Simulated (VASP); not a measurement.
# O (C2/m) in VASP: single point with PBE

Aim: the single point of O with PBE.

All numbers are computed with VASP 6.6.1; they aren't measurements. Logs are shortened: lines on timing, memory, paths and dates and some standing lists are left out, and cuts for length are marked.

### 1 The cell of the first run

The structure is monoclinic, space group C2/m (No. 12). Conventional cell: a = 5.703 Å, b = 3.325 Å, c = 4.363 Å, α = 90.00°, β = 123.29°, γ = 90.00°. Within 1.6 Å of O (site symmetry m) lie 1 O at 1.22 Å.

### 2 Single point, PBE

INCAR

```
SYSTEM = O
ALGO = Normal
EDIFF = 1E-6
ENCUT = 520
GGA = PE
ISIF = 2
ISMEAR = -1
LASPH = .TRUE.
LCHARG = .FALSE.
LREAL = .FALSE.
LWAVE = .FALSE.
NBANDS = 20
NELM = 100
PREC = Accurate
SIGMA = 0.05
```

KPOINTS

```
k-points
0
G
  8 7 5
  0 0 0
```

POSCAR

```
O
1.0
    2.8514028533     -1.6624159400      0.0000000000
    0.4569114499     -1.6624159400      3.6470501824
   -2.8514028533     -4.9872478200      0.0000000000
O
4
Direct
    0.8826067250      0.1555740200      0.9872730850
    0.3826067250      0.1555740200      0.4872730850
    0.6173932750      0.8444259800      0.5127269150
    0.1173932750      0.8444259800      0.0127269150
```

Potentials or basis: VASP PAW PBE potentials, release 64 (O).

Launch:

```
$ cat potpaw_PBE.64/O/POTCAR > POTCAR
$ mpirun -np 1 vasp_std > vasp.out
```

OUTCAR:

```text
SYSTEM = O
   EDIFF = 1E-6
   ENCUT = 520
   GGA = PE
   ISIF = 2
   ISMEAR = -1
   LASPH = .TRUE.
   LREAL = .FALSE.
   NELM = 100
   PREC = Accurate

 ion  position               nearest neighbor table
   1  0.883  0.156  0.987-   4 1.22
   2  0.383  0.156  0.487-   3 1.22
   3  0.617  0.844  0.513-   2 1.22
   4  0.117  0.844  0.013-   1 1.22

  LATTYP: Found a triclinic cell.
 ALAT       =     4.0340265075
 B/A-ratio  =     0.8181961455
 C/A-ratio  =     1.4240947224
 COS(alpha) =     0.0084582776
 COS(beta)  =     0.3015359610
 COS(gamma) =     0.3054092269

  Lattice vectors:

 A1 = (  -0.4569114499,   1.6624159400,  -3.6470501824)
 A2 = (  -2.8514028533,   1.6624159400,   0.0000000000)
 A3 = (   2.8514028533,   4.9872478200,   0.0000000000)

Analysis of symmetry for initial positions (statically):
=====================================================================
 Subroutine PRICEL returns following result:

  LATTYP: Found a base centered monoclinic cell.
 ALAT       =     5.7028057066
 B/A-ratio  =     0.5830168607
 C/A-ratio  =     0.7650377976
 COS(beta)  =    -0.5488350190

  Lattice vectors:

 A1 = (  -2.8514028533,  -1.6624159400,   0.0000000000)
 A2 = (  -2.8514028533,   1.6624159400,   0.0000000000)
 A3 = (   2.3944914034,   0.0000000000,  -3.6470501824)

   2 primitive cells build up your supercell.

 Routine SETGRP: Setting up the symmetry group for a
 triclinic supercell.

 Subroutine GETGRP returns: Found  2 space group operations
 (whereof  2 operations were pure point group operations)
 out of a pool of  2 trial point group operations.

The static configuration has the point symmetry S_2 .

Analysis of symmetry for dynamics (positions and initial velocities):
=====================================================================
 Subroutine PRICEL returns following result:

  LATTYP: Found a base centered monoclinic cell.
 ALAT       =     5.7028057066
 B/A-ratio  =     0.5830168607
 C/A-ratio  =     0.7650377976
 COS(beta)  =    -0.5488350190

  Lattice vectors:

 A1 = (  -2.8514028533,  -1.6624159400,   0.0000000000)
 A2 = (  -2.8514028533,   1.6624159400,   0.0000000000)
 A3 = (   2.3944914034,   0.0000000000,  -3.6470501824)

   2 primitive cells build up your supercell.

 Routine SETGRP: Setting up the symmetry group for a
 triclinic supercell.

 Subroutine GETGRP returns: Found  2 space group operations
 (whereof  2 operations were pure point group operations)
 out of a pool of  2 trial point group operations.

The dynamic configuration has the point symmetry S_2 .

 Subroutine INISYM returns: Found  2 space group operations
 (whereof  2 operations are pure point group operations),
 and found     2 'primitive' translations

----------------------------------------------------------------------------------------

                                     Primitive cell

  volume of cell :      34.5756

  direct lattice vectors                    reciprocal lattice vectors
    -2.851402853 -1.662415940  0.000000000    -0.175352283 -0.300767087 -0.115128532
    -2.851402853  1.662415940  0.000000000    -0.175352283  0.300767087 -0.115128532
     2.394491403  0.000000000 -3.647050182     0.000000000  0.000000000 -0.274194198

  length of vectors
     3.300624939  3.300624939  4.362861918     0.366693118  0.366693118  0.274194198

  position of ions in fractional coordinates (direct lattice)
     0.974546170  0.974546170  0.844425980
     0.025453830  0.025453830  0.155574020

  ion indices of the primitive-cell ions
   primitive index   ion index
                 1           1
                 2           4

----------------------------------------------------------------------------------------

 KPOINTS: k-points

Automatic generation of k-mesh.
 Grid dimensions read from file:
 generate k-points for:    8    7    5

 Generating k-lattice:

  Cartesian coordinates                     Fractional coordinates (reciprocal lattice)
     0.032878553 -0.018797943 -0.012687675     0.125000000  0.000000000  0.000000000
     0.000000000  0.000000000  0.039170600     0.000000000  0.142857143  0.000000000
    -0.017535228 -0.030076709 -0.011512853     0.000000000  0.000000000  0.200000000

  Length of vectors
     0.039941695  0.039170600  0.036669312

  Shift w.r.t. Gamma in fractional coordinates (k-lattice)
     0.000000000  0.000000000  0.000000000

 Subroutine IBZKPT returns following result:
 ===========================================

 Found    141 irreducible k-points:

 Following reciprocal coordinates:
            Coordinates               Weight
  0.000000  0.000000  0.000000      1.000000
  0.125000  0.000000  0.000000      2.000000
  0.250000  0.000000  0.000000      2.000000
  0.375000  0.000000  0.000000      2.000000
  0.500000  0.000000  0.000000      1.000000
  0.000000  0.142857  0.000000      2.000000
[... 16 lines left out ...]
  0.125000  0.428571  0.000000      2.000000
  0.250000  0.428571  0.000000      2.000000
 [... further k-points ...]
   k-points           NKPTS =    141   k-points in BZ     NKDIM =    141   number of bands    NBANDS=     20
   number of dos      NEDOS =    301   number of ions     NIONS =      4
   total plane-waves  NPLWV =  40320
   dimension x,y,z NGX =    28 NGY =   30 NGZ =   48
   dimension x,y,z NGXF=    56 NGYF=   60 NGZF=   96
   ions per type =               4
   NGX,Y,Z   is equivalent  to a cutoff of  14.10, 12.36, 13.89 a.u.
   NGXF,Y,Z  is equivalent  to a cutoff of  28.21, 24.73, 27.78 a.u.
 SYSTEM =  O
   PREC   = accura    normal or accurate (medium, high low for compatibility)
   ISTART =      0    job   : 0-new  1-cont  2-samecut
   ICHARG =      2    charge: 1-file 2-atom 10-const
   ISPIN  =      1    spin polarized calculation?
   LNONCOLLINEAR =      F non collinear calculations
   LSORBIT =      F    spin-orbit coupling
   LASPH  =      T    aspherical Exc in radial PAW
   ENCUT  =  520.0 eV  38.22 Ry    6.18 a.u.   6.14  7.50 10.68*2*pi/ulx,y,z
   NELM   =    100;   NELMIN=  2; NELMDL= -5     # of ELM steps
   EDIFF  = 0.1E-05   stopping-criterion for ELM
   LREAL  =      F    real-space projection
   EDIFFG = 0.1E-04   stopping-criterion for IOM
   NSW    =      0    number of steps for IOM
   IBRION =     -1    ionic relax: 0-MD 1-quasi-New 2-CG
   NFREE  =      0    steps in history (QN), initial steepest desc. (CG)
   ISIF   =      2    stress and relaxation
   ISYM   =      2    0-nonsym 1-usesym 2-fastsym
   POTIM  = 0.5000    time-step for ionic-motion
   TEBEG  =    0.0;   TEEND  =   0.0 temperature during run
   PSTRESS=    0.0 pullay stress
   NELECT =      24.0000    total number of electrons
   NUPDOWN=      -1.0000    fix difference up-down
   EMIN   =  10.00;   EMAX   =-10.00  energy-range for DOS
   EFERMI =   0.00;   METHOD = LEGACY
   ISMEAR =    -1;   SIGMA  =   0.05  broadening in eV -4-tet -1-fermi 0-gaus
   EFERMI_NEDOS =   21; number of points for ismear=-14 and -15
   IALGO  =     38    algorithm
   IMIX   =      4    mixing-type and parameters
     AMIX     =   0.40;   BMIX     =  1.00
     AMIX_MAG =   1.60;   BMIX_MAG =  1.00
  volume/ion in A,a.u.               =      17.29       116.66
  Fermi-wavevector in a.u.,A,eV,Ry     =   1.150479  2.174089 18.008688  1.323601
  Thomas-Fermi vector in A             =   2.287142
   LORBIT       =      0    0 simple, 1 ext, 2 COOP (PROOUT), +10 PAW based schemes
   GGA     = PE    functional components
[... 5 lines left out ...]
 non-spin polarized calculation
  energy-cutoff  :      520.00
  volume of cell :       69.15
 maximum number of plane-waves:      1880
 NGX is ok and might be reduce to    28
   NGX = 13   NGY = 15   NGZ = 21

 number of electron      24.0000005 magnetization

 Free energy of the ion-electron system (eV)
  ---------------------------------------------------
  ext. energy  EPLUGINS =         0.00000000
  ---------------------------------------------------
  free energy    TOTEN  =       -18.13878323 eV

  energy without entropy =      -18.03272167  energy(sigma->0) =      -18.08575245

 E-fermi :  -1.8407     XC(G=0):  -7.4428

 val. band max:       -1.8413103985   @ k =   0.2500   0.0000   0.4000
 cond. band min:      -1.8404583839   @ k =   0.5000   0.2857   0.4000
 fundamental gap:      0.0008520146
 Fermi energy:        -1.8406731900

 k-point     1 :       0.0000    0.0000    0.0000
  band No.  band energies     occupation
      1     -28.3431      2.00000
      2     -28.2337      2.00000
      3     -15.6448      2.00000
      4     -15.6135      2.00000
      5      -9.6317      2.00000
      6      -9.2013      2.00000
[... 12 lines left out ...]
     19       9.4405      0.00000
     20      12.4489      0.00000

 k-point     2 :       0.1250    0.0000    0.0000
  band No.  band energies     occupation
      1     -28.3300      2.00000
      2     -28.2290      2.00000
      3     -15.6617      2.00000
      4     -15.6358      2.00000
      5      -9.5593      2.00000
      6      -9.1710      2.00000
[... 12 lines left out ...]
     19       9.9119      0.00000
     20      12.4385      0.00000

 k-point     3 :       0.2500    0.0000    0.0000
  band No.  band energies     occupation
      1     -28.2970      2.00000
      2     -28.2196      2.00000
      3     -15.7035      2.00000
      4     -15.6889      2.00000
      5      -9.3745      2.00000
      6      -9.0646      2.00000
[... 12 lines left out ...]
     19      10.6846      0.00000
     20      12.0212      0.00000

 k-point     4 :       0.3750    0.0000    0.0000
  band No.  band energies     occupation
      1     -28.2579      2.00000
      2     -28.2159      2.00000
      3     -15.7458      2.00000
      4     -15.7406      2.00000
      5      -9.1529      2.00000
      6      -8.9213      2.00000
[... 429 lines left out ...]
 k-point    23 :       0.1250    0.4286    0.0000
  band No.  band energies     occupation
      1     -28.3029      2.00000
      2     -28.2237      2.00000
      3     -15.9663      2.00000
      4     -15.7628      2.00000
      5      -9.0672      2.00000
      6      -8.9653      2.00000
[... 12 lines left out ...]
     19      10.0305      0.00000
     20      10.4991      0.00000

 k-point    24 :       0.2500    0.4286    0.0000
  band No.  band energies     occupation
      1     -28.2790      2.00000
      2     -28.2159      2.00000
      3     -15.8585      2.00000
      4     -15.7285      2.00000
      5      -9.1777      2.00000
      6      -9.0907      2.00000
[... 12 lines left out ...]
     19       9.8619      0.00000
     20      10.4279      0.00000

 [... further k-points ...]
[... 5 lines left out ...]
  --------------------------------------------------------------------------------------
  -------------------------------------------------------------------------------------
  Total        0.3062214     -1.3866689      0.7917442      0.0001304      0.0002739     -0.3536239
  in kB        7.0948968    -32.1279749     18.3440600      0.0030202      0.0063458     -8.1931748
  external PRESSURE =      -2.2296727 kB  Pullay stress =       0.0000000 kB

 VOLUME and BASIS-vectors are now :
 -----------------------------------------------------------------------------
  energy-cutoff  :      520.00
  volume of cell :       69.15
      direct lattice vectors                 reciprocal lattice vectors
     2.851402853 -1.662415940  0.000000000     0.263028424 -0.150383544 -0.101501400
     0.456911450 -1.662415940  3.647050182     0.000000000  0.000000000  0.274194198
    -2.851402853 -4.987247820  0.000000000    -0.087676141 -0.150383544 -0.057564266

 POSITION                                       TOTAL-FORCE (eV/Angst)
 -----------------------------------------------------------------------------------
     -0.22736     -6.64966      0.56739        -0.161350      0.000333      0.840210
     -0.22736     -3.32483      0.56739        -0.161350      0.000333      0.840210
      0.68427     -4.98725      3.07966         0.161350     -0.000333     -0.840210
      0.68427     -1.66242      3.07966         0.161350     -0.000333     -0.840210
 -----------------------------------------------------------------------------------
    total drift:                                0.000000      0.000000      0.000000

  FREE ENERGIE OF THE ION-ELECTRON SYSTEM (eV)
  ---------------------------------------------------
  free  energy   TOTEN  =       -18.1387832271 eV

  energy  without entropy=      -18.0327216666  energy(sigma->0) =      -18.08575245
```

Run time: 1.9 min. Hardware: 1 thread of Oxide Virtual Turin-like, shared host; peak memory 0.24 GiB.

What came out:

| Quantity | Value |
| --- | --- |
| Free energy | -18.1388 eV |
| Pressure | -0.2 GPa |
| Largest force | 0.856 eV/Å |
| Band gap on the k mesh | zero (band 12 reaches -1.71 eV, above the bottom of band 13 at -1.97 eV) |

Forces in eV/Å, atoms in the order of the input:
```
O   -0.161  0.000  0.840
O   -0.161  0.000  0.840
O    0.161  0.000 -0.840
O    0.161  0.000 -0.840
```

Levels at points of the mesh, in eV from the Fermi level:
| k point | band 9 | band 10 | band 11 | band 12 | band 13 | band 14 | band 15 | band 16 |
| --- | --- | --- | --- | --- | --- | --- | --- | --- |
| (0.00, 0.00, 0.00) | -6.26 | -6.22 | -0.28 | -0.09 | 0.13 | 0.18 | 6.73 | 9.80 |
| (0.50, 0.00, 0.00) | -6.68 | -6.68 | -0.33 | -0.33 | 0.01 | 0.01 | 8.06 | 8.06 |

Caveat: the standard files for N, O and F lose accuracy on very short bonds; spin is off for a triplet molecule.
